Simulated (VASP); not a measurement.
The system is MnS.

```
Mn S
1.0
     1.83000    1.05655    2.97092
    -1.83000    1.05655    2.97092
     0.00000   -2.11310    2.97092
Mn S
1 1
Cartesian
  0.0000 0.0000 0.0000
  0.0000 0.0000 4.4564
```

Base run:

```yaml
Program: VASP 6.6.1
Functional: PBE
Potentials_or_basis: VASP PAW PBE potentials, release 64 (Mn_pv, S)
Cutoff: 520 eV
k_mesh: 8 × 8 × 8
Occupations: fermi-dirac, width 0.05 eV
Spin: collinear spin, ferromagnetic start
Starting_moments: "[2.0, 0.0] μB"
Fixed_moment: 2 μB
```

Its results: pressure -19.0 GPa; site moments Mn +2.02; S -0.05 μB.

**Question.** The run is repeated on the same cell with these changes: fixed moment from 2 μB to 6 μB; moments at the start from [2.0, 0.0] to [6.0, 0.0]. What comes out?

**Answer.** Pressure 15.6 GPa; site moments Mn +4.63; S +0.48 μB.

Caveats: the total moment is fixed, so each spin has its own Fermi level; a cell with one magnetic atom can't hold antiferromagnetic order, which such compounds often take.
